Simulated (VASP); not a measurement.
Here is a VASP 6.6.1 calculation.

File INCAR:

```
SYSTEM = H5C2Cl
ALGO = Normal ; EDIFF = 1E-6
ENCUT = 520 ; GGA = PE
ISIF = 2 ; ISMEAR = -1
IVDW = 12 ; LASPH = .True.
LCHARG = .False. ; LREAL = Auto
LWAVE = .False. ; NBANDS = 48
NELM = 80 ; PREC = Accurate
SIGMA = 0.02
```

The input KPOINTS:

```
k-points
0
Gamma
  1 1 1
  0 0 0
```

POSCAR

```
H5C2Cl
1.0
    7.2174990000      0.0000000000      0.0000000000
    0.0000000000      7.2174990000      0.0000000000
    0.0000000000      0.0000000000      7.2174990000
C H Cl
6 15 3
Direct
    0.9282162699      0.0611846292      0.1792864814
    0.7697541766      0.0011499828      0.1018358298
    0.2448216481      0.2440596112      0.7573260488
    0.3340492323      0.1221060093      0.8531625706
    0.8046831735      0.6814687470      0.5549429241
    0.6337236763      0.7029027645      0.6300936100
    0.9468099684      0.0499896155      0.3268445205
    1.0374369293      0.1369172341      0.1134326447
    0.6724905677     -0.0866366590      0.1797575587
    0.7346173515      0.0439210314     -0.0362175319
    0.0994250224      0.2529962249      0.7445931063
    0.3157603486      0.3526706412      0.6827711372
    0.2631798079      0.0162244567      0.9213717937
    0.4721718701      0.1120194128      0.8448771520
    0.9274126675      0.7358504657      0.6309387781
    0.8528577559      0.5854382522      0.4337236486
    0.6216419289      0.7815865302      0.7508833739
    0.5039280227      0.6634015467      0.5756287600
    0.2684725000      0.8795567550      0.1414755998
   -0.0255074507      0.5376654711      0.9498996813
    0.6692484474      0.2505715623      0.1649324787
    0.3567994952      0.8963215651      0.2988846968
    0.1272047284      0.6112920833      0.9867545531
    0.5900243284      0.3930585927      0.0685417483
```

Potentials or basis: VASP PAW PBE potentials, release 64 (C, H, Cl).

The run is started by

```sh
$ cat potpaw_PBE.64/C/POTCAR potpaw_PBE.64/H/POTCAR potpaw_PBE.64/Cl/POTCAR > POTCAR
$ mpirun -np 1 vasp_gam > vasp.out
```

(1) What does it give for the pressure?

(2) Predict the dispersion energy per atom.

(3) Estimate the largest force.

Answers

(1) 1.9 GPa.

(2) -0.046 eV.

(3) 3.675 eV/Å.

Caveat: the k points lie up to 0.87 Å⁻¹ apart.
